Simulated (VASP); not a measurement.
# Te2Mo (P6_3/mmc) in VASP: a series of runs

Te2Mo is run at these levels: PBE; tasks: single point.

Program: VASP 6.6.1. These are calculated values, not measurements. Logs are shortened: lines on timing, memory, paths and dates and some standing lists are left out, and cuts for length are marked.

### Step 1. The cell of the first run

The structure is hexagonal, space group P6_3/mmc (No. 194). The conventional cell has a = 3.468 Å, b = 3.468 Å, c = 15.205 Å, α = 90.00°, β = 90.00°, γ = 120.00°. Within 3.7 Å of Te (site symmetry 3m) lie 3 Mo at 2.70 Å and 7 Te at 3.47 to 3.62 Å. Within 3.6 Å of Mo (site symmetry -6m2) lie 6 Te at 2.70 Å and 6 Mo at 3.47 Å.

### Step 2. Single point, PBE (strain -0.025 along x and y, +0.000 along z)

Contents of INCAR:

```
PREC = Accurate
ENCUT = 520
EDIFF = 1E-6
ISMEAR = 0
SIGMA = 0.05
LREAL = F
LASPH = T
NELM = 80
ALGO = Normal
ISIF = 2
LWAVE = F
LCHARG = F
GGA = PE
NBANDS = 35
```

Contents of KPOINTS:

```
regular mesh
0
Gamma
  12 12 2
```

Contents of POSCAR:

```
Te2Mo
1.0
    3.4681397723      0.0000000000      0.0000000000
   -1.7340698861      3.0034971467      0.0000000000
    0.0000000000      0.0000000000     15.2047186580
Te Mo
4 2
Direct
    0.3333333333      0.6666666667      0.6310943552
    0.6666666667      0.3333333333      0.1310943552
    0.3333333333      0.6666666667      0.8689056448
    0.6666666667      0.3333333333      0.3689056448
    0.3333333333      0.6666666667      0.2500000000
    0.6666666667      0.3333333333      0.7500000000
```

Potentials or basis: VASP PAW PBE potentials, release 64 (Te, Mo_sv).

Command:

```
> cat potpaw_PBE.64/Te/POTCAR potpaw_PBE.64/Mo_sv/POTCAR > POTCAR
> mpirun -np 1 vasp_std > vasp.out
```

OUTCAR:

```text
PREC = Accurate
   ENCUT = 520
   EDIFF = 1E-6
   ISMEAR = 0
   LREAL = F
   LASPH = T
   NELM = 80
   ISIF = 2
   GGA = PE

 ion  position               nearest neighbor table
   1  0.333  0.667  0.631-   6 2.70   6 2.70   6 2.70   3 3.62
   2  0.667  0.333  0.131-   5 2.70   5 2.70   5 2.70   4 3.62
   3  0.333  0.667  0.869-   6 2.70   6 2.70   6 2.70   1 3.62
   4  0.667  0.333  0.369-   5 2.70   5 2.70   5 2.70   2 3.62
   5  0.333  0.667  0.250-   2 2.70   4 2.70   2 2.70   4 2.70   2 2.70   4 2.70
   6  0.667  0.333  0.750-   1 2.70   3 2.70   1 2.70   3 2.70   1 2.70   3 2.70

  LATTYP: Found a hexagonal cell.
 ALAT       =     3.4681397723
 C/A-ratio  =     4.3841135757

  Lattice vectors:

 A1 = (   3.4681397723,   0.0000000000,   0.0000000000)
 A2 = (  -1.7340698861,   3.0034971467,   0.0000000000)
 A3 = (   0.0000000000,   0.0000000000,  15.2047186580)

Analysis of symmetry for initial positions (statically):
=====================================================================
 Subroutine PRICEL returns:
 Original cell was already a primitive cell.

 Routine SETGRP: Setting up the symmetry group for a
 hexagonal supercell.

 Subroutine GETGRP returns: Found 24 space group operations
 (whereof 12 operations were pure point group operations)
 out of a pool of 24 trial point group operations.

The static configuration has the point symmetry D_3d.
 The point group associated with its full space group is D_6h.

Analysis of symmetry for dynamics (positions and initial velocities):
=====================================================================
 Subroutine PRICEL returns:
 Original cell was already a primitive cell.

 Routine SETGRP: Setting up the symmetry group for a
 hexagonal supercell.

 Subroutine GETGRP returns: Found 24 space group operations
 (whereof 12 operations were pure point group operations)
 out of a pool of 24 trial point group operations.

The dynamic configuration has the point symmetry D_3d.
 The point group associated with its full space group is D_6h.

 Subroutine INISYM returns: Found 24 space group operations
 (whereof 12 operations are pure point group operations),
 and found     1 'primitive' translations

----------------------------------------------------------------------------------------

                                     Primitive cell

  volume of cell :     158.3807

  direct lattice vectors                    reciprocal lattice vectors
[... 100 lines left out ...]
   NFREE  =      0    steps in history (QN), initial steepest desc. (CG)
   ISIF   =      2    stress and relaxation
   ISYM   =      2    0-nonsym 1-usesym 2-fastsym
   POTIM  = 0.5000    time-step for ionic-motion
   TEBEG  =    0.0;   TEEND  =   0.0 temperature during run
   PSTRESS=    0.0 pullay stress
   NELECT =      52.0000    total number of electrons
   NUPDOWN=      -1.0000    fix difference up-down
   EMIN   =  10.00;   EMAX   =-10.00  energy-range for DOS
   EFERMI =   0.00;   METHOD = LEGACY
   ISMEAR =     0;   SIGMA  =   0.05  broadening in eV -4-tet -1-fermi 0-gaus
   EFERMI_NEDOS =   21; number of points for ismear=-14 and -15
   IALGO  =     38    algorithm
   IMIX   =      4    mixing-type and parameters
     AMIX     =   0.40;   BMIX     =  1.00
     AMIX_MAG =   1.60;   BMIX_MAG =  1.00
  volume/ion in A,a.u.               =      26.40       178.13
  Fermi-wavevector in a.u.,A,eV,Ry     =   1.129385  2.134228 17.354363  1.275510
  Thomas-Fermi vector in A             =   2.266078
   LORBIT       =      0    0 simple, 1 ext, 2 COOP (PROOUT), +10 PAW based schemes
   GGA     = PE    functional components
   LHFCALC =     F    Hartree Fock is set to
   AEXX    =    0.0000 exact exchange contribution
   IVDW    =     0    specifies the selected vdW correction
   LEPSILON=     F    determine dielectric tensor
   LRPA    =     F    only Hartree local field effects (RPA)
 non-spin polarized calculation
 Gauss-broadening in eV      SIGMA  =   0.05
  energy-cutoff  :      520.00
  volume of cell :      158.38
 maximum number of plane-waves:      4306
 NGX is ok and might be reduce to    28
   NGX = 13   NGY = 13   NGZ = 57

 number of electron      51.9999998 magnetization

 Free energy of the ion-electron system (eV)
  ---------------------------------------------------
  ext. energy  EPLUGINS =         0.00000000
  ---------------------------------------------------
  free energy    TOTEN  =       -35.95201949 eV

  energy without entropy =      -35.95201949  energy(sigma->0) =      -35.95201949

 E-fermi :   7.6947     XC(G=0): -10.0128

 val. band max:        7.3366152687   @ k =   0.3333   0.3333   0.0000
 cond. band min:       8.3096437582   @ k =   0.2500   0.1667   0.0000
 fundamental gap:      0.9730284895
 Fermi energy:         7.6946711355

 k-point     1 :       0.0000    0.0000    0.0000
  band No.  band energies     occupation
      1     -53.3159      2.00000
      2     -53.3159      2.00000
      3     -27.5177      2.00000
      4     -27.5177      2.00000
      5     -27.3490      2.00000
      6     -27.3490      2.00000
[... 901 lines left out ...]
     34      11.1052      0.00000
     35      12.9481      0.00000

 [... further k-points ...]

------------------------ aborting loop because EDIFF is reached ----------------------------------------

  FORCE on cell =-STRESS in cart. coord.  units (eV):
  Direction    XX          YY          ZZ          XY          YZ          ZX
  --------------------------------------------------------------------------------------
  -------------------------------------------------------------------------------------
  Total        4.9233014      4.9233014      3.5836504      0.0000000      0.0000000      0.0000000
  in kB       49.8040660     49.8040660     36.2521705      0.0000000      0.0000000      0.0000000
  external PRESSURE =      45.2867675 kB  Pullay stress =       0.0000000 kB

 VOLUME and BASIS-vectors are now :
 -----------------------------------------------------------------------------
  energy-cutoff  :      520.00
  volume of cell :      158.38
      direct lattice vectors                 reciprocal lattice vectors
     3.468139772  0.000000000  0.000000000     0.288339013  0.166472607  0.000000000
    -1.734069886  3.003497147  0.000000000     0.000000000  0.332945214  0.000000000
     0.000000000  0.000000000 15.204718658     0.000000000  0.000000000  0.065769056

 POSITION                                       TOTAL-FORCE (eV/Angst)
 -----------------------------------------------------------------------------------
     -0.00000      2.00233      9.59561         0.000000     -0.000000     -0.487080
      1.73407      1.00117      1.99325         0.000000      0.000000     -0.487080
     -0.00000      2.00233     13.21147         0.000000     -0.000000      0.487080
      1.73407      1.00117      5.60911        -0.000000      0.000000      0.487080
     -0.00000      2.00233      3.80118         0.000000      0.000000     -0.000000
      1.73407      1.00117     11.40354        -0.000000      0.000000     -0.000000
 -----------------------------------------------------------------------------------
    total drift:                               -0.000000      0.000000     -0.000000

  FREE ENERGIE OF THE ION-ELECTRON SYSTEM (eV)
  ---------------------------------------------------
  free  energy   TOTEN  =       -35.9520194931 eV

  energy  without entropy=      -35.9520194931  energy(sigma->0) =      -35.95201949
```

OSZICAR:

```text
N       E                     dE             d eps       ncg     rms          rms(c)
DAV:   1     0.399506617457E+03    0.39951E+03   -0.26948E+04  3044   0.132E+03
DAV:   2    -0.149803351466E+02   -0.41449E+03   -0.40085E+03  3282   0.317E+02
DAV:   3    -0.366712129062E+02   -0.21691E+02   -0.21209E+02  3300   0.634E+01
DAV:   4    -0.371887182580E+02   -0.51751E+00   -0.51501E+00  3155   0.966E+00
DAV:   5    -0.372048198324E+02   -0.16102E-01   -0.16092E-01  3398   0.169E+00    0.227E+01
DAV:   6    -0.363798656065E+02    0.82495E+00   -0.48894E+00  2930   0.122E+01    0.861E+00
DAV:   7    -0.363459692690E+02    0.33896E-01   -0.40044E+00  2773   0.953E+00    0.596E+00
DAV:   8    -0.359523400273E+02    0.39363E+00   -0.94053E-01  2795   0.527E+00    0.259E+00
DAV:   9    -0.359589668921E+02   -0.66269E-02   -0.19083E-01  3102   0.196E+00    0.119E+00
DAV:  10    -0.359518688909E+02    0.70980E-02   -0.38061E-02  2889   0.115E+00    0.343E-01
DAV:  11    -0.359521658187E+02   -0.29693E-03   -0.19731E-03  2945   0.224E-01    0.190E-01
DAV:  12    -0.359520489554E+02    0.11686E-03   -0.25941E-04  3139   0.774E-02    0.146E-01
DAV:  13    -0.359520235881E+02    0.25367E-04   -0.11953E-04  2837   0.527E-02    0.628E-02
DAV:  14    -0.359520196875E+02    0.39006E-05   -0.21660E-05  3115   0.220E-02    0.287E-02
DAV:  15    -0.359520194931E+02    0.19434E-06   -0.10084E-06  2013   0.444E-03
   1 F= -.35952019E+02 E0= -.35952019E+02  d E =-.104886E-25
```

stdout:

```text
POSCAR found type information on POSCAR TeMo
 POSCAR found :  2 types and       6 ions
 scaLAPACK will be used
 LDA part: xc-table for (Slater+PW92), standard interpolation
 POSCAR, INCAR and KPOINTS ok, starting setup
 FFT: planning ... GRIDC
 FFT: planning ... GRID_SOFT
 FFT: planning ... GRID
 WAVECAR not read
 entering main loop
```

Wall time 4.3 min (1 thread of Intel Xeon Platinum 8488C (Sapphire Rapids), shared host); peak memory 0.39 GiB.

Results:

* Free energy: -35.9520 eV
* Pressure: 4.5 GPa
* Largest force: 0.487 eV/Å
* Band gap on the k mesh: 0.97 eV (least direct gap 1.20 eV)

Forces on the atoms (eV/Å):
```
Te   0.000  0.000 -0.487
Te   0.000  0.000 -0.487
Te   0.000  0.000  0.487
Te   0.000  0.000  0.487
Mo   0.000  0.000  0.000
Mo   0.000  0.000  0.000
```

Caveat: the cell differs from its parent crystal (strain -0.025 along x and y, +0.000 along z); the cell stands under pressure; spin-orbit coupling is left out, which moves the levels of the heavy elements; this functional lacks dispersion, which binds layers or chains, so the pressure and a relaxed spacing across them are unreliable. A k mesh can miss the band edges.

(Part 1 of 3 ends here.)
